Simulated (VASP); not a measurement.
# AgCl (Fm-3m) in VASP: a series of runs, part 2 of 2

VASP 6.6.1. Earlier steps stand in the parts before.

**3. Single point, PBE (strain +0.040 along x and y, +0.040 along z)**

Input file INCAR:

```
PREC = Accurate
ENCUT = 520
EDIFF = 1E-6
ISMEAR = 0
SIGMA = 0.05
LREAL = F
LASPH = T
NELM = 60
ALGO = Normal
ISIF = 2
LWAVE = F
LCHARG = F
GGA = PE
NBANDS = 16
```

Input file KPOINTS:

```
regular mesh
0
Gamma
  8 8 8
```

Input file POSCAR:

```
AgCl
1.0
    0.0000000000      2.8840760000      2.8840760000
    2.8840760000      0.0000000000      2.8840760000
    2.8840760000      2.8840760000      0.0000000000
Ag Cl
1 1
Direct
    0.5000000000      0.5000000000      0.5000000000
    0.0000000000      0.0000000000      0.0000000000
```

Potentials or basis: VASP PAW PBE potentials, release 64 (Ag, Cl).

Run with:

```
cat potpaw_PBE.64/Ag/POTCAR potpaw_PBE.64/Cl/POTCAR > POTCAR
mpirun -np 1 vasp_std > vasp.out
```

OUTCAR:

```text
PREC = Accurate
   ENCUT = 520
   EDIFF = 1E-6
   ISMEAR = 0
   LREAL = F
   LASPH = T
   NELM = 60
   ISIF = 2
   GGA = PE

 ion  position               nearest neighbor table
   1  0.500  0.500  0.500-   2 2.88   2 2.88   2 2.88   2 2.88   2 2.88   2 2.88
   2  0.000  0.000  0.000-   1 2.88   1 2.88   1 2.88   1 2.88   1 2.88   1 2.88

  LATTYP: Found a face centered cubic cell.
 ALAT       =     5.7681520000

  Lattice vectors:

 A1 = (   0.0000000000,   2.8840760000,   2.8840760000)
 A2 = (   2.8840760000,   0.0000000000,   2.8840760000)
 A3 = (   2.8840760000,   2.8840760000,   0.0000000000)

Analysis of symmetry for initial positions (statically):
=====================================================================
 Subroutine PRICEL returns:
 Original cell was already a primitive cell.

 Routine SETGRP: Setting up the symmetry group for a
 face centered cubic supercell.

 Subroutine GETGRP returns: Found 48 space group operations
 (whereof 48 operations were pure point group operations)
 out of a pool of 48 trial point group operations.

The static configuration has the point symmetry O_h .

Analysis of symmetry for dynamics (positions and initial velocities):
=====================================================================
 Subroutine PRICEL returns:
 Original cell was already a primitive cell.

 Routine SETGRP: Setting up the symmetry group for a
 face centered cubic supercell.

 Subroutine GETGRP returns: Found 48 space group operations
 (whereof 48 operations were pure point group operations)
 out of a pool of 48 trial point group operations.

The dynamic configuration has the point symmetry O_h .

 Subroutine INISYM returns: Found 48 space group operations
 (whereof 48 operations are pure point group operations),
 and found     1 'primitive' translations

----------------------------------------------------------------------------------------

                                     Primitive cell

  volume of cell :      47.9789

  direct lattice vectors                    reciprocal lattice vectors
     0.000000000  2.884076000  2.884076000    -0.173365750  0.173365750  0.173365750
     2.884076000  0.000000000  2.884076000     0.173365750 -0.173365750  0.173365750
     2.884076000  2.884076000  0.000000000     0.173365750  0.173365750 -0.173365750

  length of vectors
     4.078699394  4.078699394  4.078699394     0.300278288  0.300278288  0.300278288

  position of ions in fractional coordinates (direct lattice)
     0.500000000  0.500000000  0.500000000
     0.000000000  0.000000000  0.000000000

  ion indices of the primitive-cell ions
   primitive index   ion index
                 1           1
                 2           2

----------------------------------------------------------------------------------------

 KPOINTS: regular mesh

Automatic generation of k-mesh.
 Grid dimensions read from file:
 generate k-points for:    8    8    8

 Generating k-lattice:

  Cartesian coordinates                     Fractional coordinates (reciprocal lattice)
    -0.021670719  0.021670719  0.021670719     0.125000000  0.000000000  0.000000000
     0.021670719 -0.021670719  0.021670719     0.000000000  0.125000000  0.000000000
     0.021670719  0.021670719 -0.021670719     0.000000000  0.000000000  0.125000000

  Length of vectors
     0.037534786  0.037534786  0.037534786

  Shift w.r.t. Gamma in fractional coordinates (k-lattice)
     0.000000000  0.000000000  0.000000000

 Subroutine IBZKPT returns following result:
 ===========================================

 Found     29 irreducible k-points:

 Following reciprocal coordinates:
            Coordinates               Weight
  0.000000  0.000000  0.000000      1.000000
  0.125000  0.000000  0.000000      8.000000
  0.250000  0.000000  0.000000      8.000000
  0.375000  0.000000  0.000000      8.000000
  0.500000  0.000000  0.000000      4.000000
  0.125000  0.125000  0.000000      6.000000
[... 16 lines left out ...]
  0.500000  0.250000  0.125000     48.000000
 -0.375000  0.250000  0.125000     24.000000
 [... further k-points ...]
   k-points           NKPTS =     29   k-points in BZ     NKDIM =     29   number of bands    NBANDS=     16
   number of dos      NEDOS =    301   number of ions     NIONS =      2
   total plane-waves  NPLWV =  27000
   dimension x,y,z NGX =    30 NGY =   30 NGZ =   30
   dimension x,y,z NGXF=    60 NGYF=   60 NGZF=   60
   ions per type =               1   1
   NGX,Y,Z   is equivalent  to a cutoff of  12.23, 12.23, 12.23 a.u.
   NGXF,Y,Z  is equivalent  to a cutoff of  24.46, 24.46, 24.46 a.u.
 SYSTEM =  unknown system
   PREC   = accura    normal or accurate (medium, high low for compatibility)
   ISTART =      0    job   : 0-new  1-cont  2-samecut
   ICHARG =      2    charge: 1-file 2-atom 10-const
   ISPIN  =      1    spin polarized calculation?
   LNONCOLLINEAR =      F non collinear calculations
   LSORBIT =      F    spin-orbit coupling
   LASPH  =      T    aspherical Exc in radial PAW
   ENCUT  =  520.0 eV  38.22 Ry    6.18 a.u.   7.58  7.58  7.58*2*pi/ulx,y,z
   NELM   =     60;   NELMIN=  2; NELMDL= -5     # of ELM steps
   EDIFF  = 0.1E-05   stopping-criterion for ELM
   LREAL  =      F    real-space projection
[... 7 lines left out ...]
   TEBEG  =    0.0;   TEEND  =   0.0 temperature during run
   PSTRESS=    0.0 pullay stress
   NELECT =      18.0000    total number of electrons
   NUPDOWN=      -1.0000    fix difference up-down
   EMIN   =  10.00;   EMAX   =-10.00  energy-range for DOS
   EFERMI =   0.00;   METHOD = LEGACY
   ISMEAR =     0;   SIGMA  =   0.05  broadening in eV -4-tet -1-fermi 0-gaus
   EFERMI_NEDOS =   21; number of points for ismear=-14 and -15
   IALGO  =     38    algorithm
   IMIX   =      4    mixing-type and parameters
     AMIX     =   0.40;   BMIX     =  1.00
     AMIX_MAG =   1.60;   BMIX_MAG =  1.00
  volume/ion in A,a.u.               =      23.99       161.89
  Fermi-wavevector in a.u.,A,eV,Ry     =   1.180726  2.231248 18.968057  1.394113
  Thomas-Fermi vector in A             =   2.317013
   LORBIT       =      0    0 simple, 1 ext, 2 COOP (PROOUT), +10 PAW based schemes
   GGA     = PE    functional components
   LHFCALC =     F    Hartree Fock is set to
   AEXX    =    0.0000 exact exchange contribution
   IVDW    =     0    specifies the selected vdW correction
   LEPSILON=     F    determine dielectric tensor
   LRPA    =     F    only Hartree local field effects (RPA)
 non-spin polarized calculation
 Gauss-broadening in eV      SIGMA  =   0.05
  energy-cutoff  :      520.00
  volume of cell :       47.98
 maximum number of plane-waves:      1308
   NGX = 15   NGY = 15   NGZ = 15

 number of electron      18.0000008 magnetization

 Free energy of the ion-electron system (eV)
  ---------------------------------------------------
  ext. energy  EPLUGINS =         0.00000000
  ---------------------------------------------------
  free energy    TOTEN  =        -5.36418333 eV

  energy without entropy =       -5.36418333  energy(sigma->0) =       -5.36418333

 E-fermi :   2.7199     XC(G=0):  -9.3594

 val. band max:        2.4165466645   @ k =   0.5000   0.0000   0.0000
 cond. band min:       3.3814022151   @ k =   0.0000   0.0000   0.0000
 fundamental gap:      0.9648555506
 Fermi energy:         2.7198935740

 k-point     1 :       0.0000    0.0000    0.0000
  band No.  band energies     occupation
      1     -11.9965      2.00000
      2       0.3893      2.00000
      3       0.3893      2.00000
      4       0.3893      2.00000
      5       0.4248      2.00000
      6       0.4248      2.00000
[... 8 lines left out ...]
     15      15.0522      0.00000
     16      15.0522      0.00000

 k-point     2 :       0.1250    0.0000    0.0000
  band No.  band energies     occupation
      1     -11.9537      2.00000
      2      -0.1520      2.00000
      3      -0.1220      2.00000
      4      -0.1220      2.00000
      5       0.4301      2.00000
      6       0.4301      2.00000
[... 8 lines left out ...]
     15      14.2425      0.00000
     16      14.8039      0.00000
[... 387 lines left out ...]
      5       0.5485      2.00000
      6       0.6656      2.00000
[... 8 lines left out ...]
     15      16.6160      0.00000
     16      17.1085      0.00000

 k-point    24 :      -0.3750    0.2500    0.1250
  band No.  band energies     occupation
      1     -11.6675      2.00000
      2      -1.5395      2.00000
      3      -0.9368      2.00000
      4      -0.9194      2.00000
      5       0.6100      2.00000
      6       0.6632      2.00000
[... 8 lines left out ...]
     15      15.6350      0.00000
     16      17.0858      0.00000

 [... further k-points ...]

------------------------ aborting loop because EDIFF is reached ----------------------------------------

  FORCE on cell =-STRESS in cart. coord.  units (eV):
  Direction    XX          YY          ZZ          XY          YZ          ZX
  --------------------------------------------------------------------------------------
  -------------------------------------------------------------------------------------
  Total       -0.8632519     -0.8632519     -0.8632519      0.0000000      0.0000000     -0.0000000
  in kB      -28.8269066    -28.8269066    -28.8269066      0.0000000      0.0000000     -0.0000000
  external PRESSURE =     -28.8269066 kB  Pullay stress =       0.0000000 kB

 VOLUME and BASIS-vectors are now :
 -----------------------------------------------------------------------------
  energy-cutoff  :      520.00
  volume of cell :       47.98
      direct lattice vectors                 reciprocal lattice vectors
     0.000000000  2.884076000  2.884076000    -0.173365750  0.173365750  0.173365750
     2.884076000  0.000000000  2.884076000     0.173365750 -0.173365750  0.173365750
     2.884076000  2.884076000  0.000000000     0.173365750  0.173365750 -0.173365750

 POSITION                                       TOTAL-FORCE (eV/Angst)
 -----------------------------------------------------------------------------------
      2.88408      2.88408      2.88408         0.000000      0.000000      0.000000
      0.00000      0.00000      0.00000        -0.000000     -0.000000     -0.000000
 -----------------------------------------------------------------------------------
    total drift:                                0.000000      0.000000      0.000000

  FREE ENERGIE OF THE ION-ELECTRON SYSTEM (eV)
  ---------------------------------------------------
  free  energy   TOTEN  =        -5.3641833307 eV

  energy  without entropy=       -5.3641833307  energy(sigma->0) =       -5.36418333
```

stdout:

```text
POSCAR found type information on POSCAR AgCl
 POSCAR found :  2 types and       2 ions
 scaLAPACK will be used
 LDA part: xc-table for (Slater+PW92), standard interpolation
 POSCAR, INCAR and KPOINTS ok, starting setup
 FFT: planning ... GRIDC
 FFT: planning ... GRID_SOFT
 FFT: planning ... GRID
 WAVECAR not read
 entering main loop
```

Run time: 17 s. Hardware: 1 thread of Intel Xeon Platinum 8259CL at 2.50GHz (Skylake/Cascade Lake), shared host; peak memory 0.17 GiB.

Results:

| Item | Value |
| --- | --- |
| Free energy | -5.3642 eV |
| Pressure | -2.9 GPa |
| Band gap on the k mesh | 0.96 eV, indirect (least direct gap 2.82 eV) |

Caveat: the cell differs from its parent crystal (strain +0.040 along x and y, +0.040 along z). A k mesh can miss the band edges.

**4. Single point, PBE (strain +0.080 along x and y, +0.080 along z)**

Input file INCAR:

```
SYSTEM = AgCl
PREC = Accurate
ENCUT = 520
EDIFF = 1E-6
ISMEAR = 0
SIGMA = 0.05
LREAL = .FALSE.
LASPH = .TRUE.
NELM = 80
ALGO = Normal
ISIF = 2
LWAVE = .FALSE.
LCHARG = .FALSE.
GGA = PE
NBANDS = 16
```

Input file KPOINTS:

```
regular mesh
0
G
  8 8 8
  0 0 0
```

Input file POSCAR:

```
AgCl
1.0
    0.0000000000      2.9950020000      2.9950020000
    2.9950020000      0.0000000000      2.9950020000
    2.9950020000      2.9950020000      0.0000000000
Ag Cl
1 1
Direct
    0.5000000000      0.5000000000      0.5000000000
    0.0000000000      0.0000000000      0.0000000000
```

Potentials or basis: VASP PAW PBE potentials, release 64 (Ag, Cl).

Run with:

```
cat potpaw_PBE.64/Ag/POTCAR potpaw_PBE.64/Cl/POTCAR > POTCAR
mpirun -np 1 vasp_std > vasp.out
```

OUTCAR:

```text
SYSTEM = AgCl
   PREC = Accurate
   ENCUT = 520
   EDIFF = 1E-6
   ISMEAR = 0
   LREAL = .FALSE.
   LASPH = .TRUE.
   NELM = 80
   ISIF = 2
   GGA = PE

 ion  position               nearest neighbor table
   1  0.500  0.500  0.500-   2 3.00   2 3.00   2 3.00   2 3.00   2 3.00   2 3.00
   2  0.000  0.000  0.000-   1 3.00   1 3.00   1 3.00   1 3.00   1 3.00   1 3.00

  LATTYP: Found a face centered cubic cell.
 ALAT       =     5.9900040000

  Lattice vectors:

 A1 = (   0.0000000000,   2.9950020000,   2.9950020000)
 A2 = (   2.9950020000,   0.0000000000,   2.9950020000)
 A3 = (   2.9950020000,   2.9950020000,   0.0000000000)

Analysis of symmetry for initial positions (statically):
=====================================================================
 Subroutine PRICEL returns:
 Original cell was already a primitive cell.

 Routine SETGRP: Setting up the symmetry group for a
 face centered cubic supercell.

 Subroutine GETGRP returns: Found 48 space group operations
 (whereof 48 operations were pure point group operations)
 out of a pool of 48 trial point group operations.

The static configuration has the point symmetry O_h .

Analysis of symmetry for dynamics (positions and initial velocities):
=====================================================================
[... 163 lines left out ...]
 Fermi energy:         1.5003487256

 k-point     1 :       0.0000    0.0000    0.0000
  band No.  band energies     occupation
      1     -12.5678      2.00000
      2      -0.5051      2.00000
      3      -0.5051      2.00000
      4      -0.5051      2.00000
      5      -0.4736      2.00000
      6      -0.4736      2.00000
[... 433 lines left out ...]
      3      -1.5265      2.00000
      4      -1.5206      2.00000
      5      -0.3429      2.00000
      6      -0.3013      2.00000
[... 8 lines left out ...]
     15      14.1826      0.00000
     16      15.6710      0.00000

 [... further k-points ...]

------------------------ aborting loop because EDIFF is reached ----------------------------------------

  FORCE on cell =-STRESS in cart. coord.  units (eV):
  Direction    XX          YY          ZZ          XY          YZ          ZX
  --------------------------------------------------------------------------------------
  -------------------------------------------------------------------------------------
  Total       -1.6690933     -1.6690933     -1.6690933     -0.0000000      0.0000000      0.0000000
  in kB      -49.7702535    -49.7702535    -49.7702535     -0.0000000      0.0000000      0.0000000
  external PRESSURE =     -49.7702535 kB  Pullay stress =       0.0000000 kB

 VOLUME and BASIS-vectors are now :
 -----------------------------------------------------------------------------
  energy-cutoff  :      520.00
  volume of cell :       53.73
      direct lattice vectors                 reciprocal lattice vectors
     0.000000000  2.995002000  2.995002000    -0.166944797  0.166944797  0.166944797
     2.995002000  0.000000000  2.995002000     0.166944797 -0.166944797  0.166944797
     2.995002000  2.995002000  0.000000000     0.166944797  0.166944797 -0.166944797

 POSITION                                       TOTAL-FORCE (eV/Angst)
 -----------------------------------------------------------------------------------
      2.99500      2.99500      2.99500        -0.000000     -0.000000     -0.000000
      0.00000      0.00000      0.00000         0.000000      0.000000      0.000000
 -----------------------------------------------------------------------------------
    total drift:                                0.000000     -0.000000      0.000000

  FREE ENERGIE OF THE ION-ELECTRON SYSTEM (eV)
  ---------------------------------------------------
  free  energy   TOTEN  =        -5.2197522317 eV

  energy  without entropy=       -5.2197522317  energy(sigma->0) =       -5.21975223
```

It took 14 s on 1 thread of Intel Xeon Platinum 8259CL at 2.50GHz (Skylake/Cascade Lake), shared host; peak memory 0.18 GiB.

What came out:

```
Free energy            : -5.2198 eV
Pressure               : -5.0 GPa
Band gap on the k mesh : 1.05 eV, indirect (least direct gap 2.50 eV)
```

Caveat: the cell differs from its parent crystal (strain +0.080 along x and y, +0.080 along z).

**5. Summary**

```csv
cell,gap on the mesh (eV),pressure (GPa)
"a = 3.608 Å, angles 60.0°, 2 atoms",1.01,25.1
"a = 4.079 Å, angles 60.0°, 2 atoms",0.96,-2.9
"a = 4.236 Å, angles 60.0°, 2 atoms",1.05,-5.0
```

Alike in all rows: task single point; level PBE; potentials or basis VASP PAW PBE potentials, release 64 (Ag, Cl); no spin polarisation; k mesh 8 × 8 × 8; cutoff (eV) 520; smearing gaussian 0.05 eV.

Total energies depend on the potentials used, so only differences within one code and one set of settings carry meaning.
